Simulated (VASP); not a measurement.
Write the native input for VASP 6.6.1 that does the following.

```yaml
Task: single point
Functional: PBE-based screened hybrid
Potentials_or_basis: VASP PAW PBE potentials, release 64 (Hf_pv, In_d, Si, O)
Cutoff: 520 eV
k_mesh: 3 × 3 × 1
Occupations: fermi-dirac, width 0.05 eV
Spin: no spin polarisation
Dipole_correction: no
Grid_for_exact_exchange_PRECFOCK: Fast
Share_of_exact_exchange: 0.25
Further_INCAR_settings: ALGO = Normal; EDIFF = 1e-06; NBANDS = 63
Screening_parameter: 0.3 1/Å
```

HfIn4SiO6:

```xyz
12
Lattice="5.2774 0.0000 0.0000 -2.6387 4.5704 0.0000 0.0000 0.0000 10.5590" Properties=species:S:1:pos:R:3 pbc="T T T"
Hf    2.6387    1.5234    0.0000
In    0.0000    0.0000    3.2148
In    0.0000    0.0000    7.3442
In    0.0000    3.0469    8.3331
In    0.0000    3.0469    2.2260
Si    0.0000    0.0000    0.0000
O     3.2747    3.2219    9.5002
O     1.4858    0.1234    1.0589
O     0.8498    1.2250    9.5002
O     2.0027    3.2219    1.0589
O     3.7916    0.1234    9.5002
O     4.4277    1.2250    1.0589
```

One way to write it, as run:

POSCAR

```
HfIn4SiO6
1.0
    5.2774300000      0.0000000000      0.0000000000
   -2.6387200000      4.5703900000      0.0000000000
    0.0000000000      0.0000000000     10.5590500000
Hf In Si O
1 4 1 6
Direct
    0.6666700000      0.3333300000      0.0000000000
    0.0000000000      0.0000000000      0.3044600000
    0.0000000000      0.0000000000      0.6955400000
    0.3333300000      0.6666700000      0.7891900000
    0.3333300000      0.6666700000      0.2108100000
    0.0000000000      0.0000000000      0.0000000000
    0.9730000000      0.7049600000      0.8997200000
    0.2950400000      0.0270000000      0.1002800000
    0.2950400000      0.2680400000      0.8997200000
    0.7319600000      0.7049600000      0.1002800000
    0.7319600000      0.0270000000      0.8997200000
    0.9730000000      0.2680400000      0.1002800000
```

INCAR.step1

```
SYSTEM = HfIn4SiO6
  PREC = Accurate
  ENCUT = 520
  EDIFF = 1E-5
  ISMEAR = -1
  SIGMA = 0.05
  LREAL = .FALSE.
  LASPH = .TRUE.
  NELM = 100
  ALGO = Normal
  ISIF = 2
  LWAVE = .TRUE.
  LCHARG = .FALSE.
  GGA = PE
  NBANDS = 63
  LUSENCCL = .FALSE.
```

INCAR.step2

```
SYSTEM = HfIn4SiO6
  PREC = Accurate
  ENCUT = 520
  EDIFF = 1E-6
  ISMEAR = -1
  SIGMA = 0.05
  LREAL = .FALSE.
  LASPH = .TRUE.
  NELM = 100
  ALGO = Normal
  ISIF = 2
  LWAVE = .FALSE.
  LCHARG = .FALSE.
  GGA = PE
  LHFCALC = .TRUE.
  AEXX = 0.25
  HFSCREEN = 0.3
  PRECFOCK = Fast
  ISTART = 1
  NBANDS = 63
  LUSENCCL = .FALSE.
```

KPOINTS

```
Automatic mesh
0
G
  3 3 1
  0 0 0
```

Potentials or basis: VASP PAW PBE potentials, release 64 (Hf_pv, In_d, Si, O).

Run with:

```bash
$ cat potpaw_PBE.64/Hf_pv/POTCAR potpaw_PBE.64/In_d/POTCAR potpaw_PBE.64/Si/POTCAR potpaw_PBE.64/O/POTCAR > POTCAR
$ cp INCAR.step1 INCAR
$ mpirun -np 1 vasp_std > vasp.out
$ cp INCAR.step2 INCAR
$ mpirun -np 1 vasp_std > vasp.out
```

It gave:

| Property | Result |
| --- | --- |
| Pressure | -3.3 GPa |
| Largest force | 0.302 eV/Å |
| Band gap on the k mesh | 0.11 eV, indirect (least direct gap 1.94 eV) |

Caveat: the k points lie up to 0.60 Å⁻¹ apart; the PAW data sets were made with another functional, which shifts forces and pressure a little; spin-orbit coupling is left out, which moves the levels of the heavy elements.

It took 9.2 min on 1 × NVIDIA H100 80GB with 1 thread of AMD EPYC 7R13 Processor (Zen 3), on a shared host, peak memory 1.4 GiB.
